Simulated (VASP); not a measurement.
A run of VASP 6.6.1:

POSCAR

```
Mo2SeS3
1.0
    3.2171126200      0.0000000000      0.0000000000
   -1.6085563100      2.7861012600      0.0000000000
    0.0000000000      0.0000000000     13.4825409700
Mo Se S
2 1 3
Direct
    0.6666666700      0.3333333300      0.2500000000
    0.3333333300      0.6666666700      0.7500000000
    0.6666666700      0.3333333300      0.6330820000
    0.3333333300      0.6666666700      0.3669180000
    0.6666666700      0.3333333300      0.8669180000
    0.3333333300      0.6666666700      0.1330820000
```

INCAR.step1

```
ALGO = Normal
EDIFF = 1E-4
ENCUT = 600
GGA = PE
ISMEAR = 0
LASPH = T
LCHARG = F
LREAL = F
LWAVE = T
NELM = 100
PREC = Accurate
SIGMA = 0.1
```

INCAR.step2

```
ALGO = Normal
BPARAM = 11.95
CPARAM = 0.0093
EDIFF = 1E-6
EDIFFG = -0.05
ENCUT = 600
IBRION = 2
ISIF = 3
ISMEAR = 0
ISTART = 1
IVDW_NL = 2
LASPH = T
LCHARG = F
LMIXTAU = T
LREAL = F
LUSE_VDW = T
LWAVE = F
METAGGA = R2SCAN
NELM = 100
NSW = 100
PREC = Accurate
SIGMA = 0.1
```

Contents of KPOINTS:

```
k-points
0
Gamma
  9 9 2
```

Potentials or basis: VASP PAW PBE potentials, release 64 (Mo_sv, Se, S).

Run with:

```sh
$ cat potpaw_PBE.64/Mo_sv/POTCAR potpaw_PBE.64/Se/POTCAR potpaw_PBE.64/S/POTCAR > POTCAR
$ cp INCAR.step1 INCAR
$ mpirun -np 1 vasp_std > vasp.out
$ cp INCAR.step2 INCAR
$ mpirun -np 1 vasp_std > vasp.out
```

Hardware: 1 thread of AMD EPYC 9R45 96-Core Processor (Zen 5), on a shared host.

Task: How long does it take, and how much memory?

Result: Wall time 77 min on 1 thread of AMD EPYC 9R45 96-Core Processor (Zen 5) (shared host), peak memory 0.64 GiB. Counts: k points 24, ion steps 16.
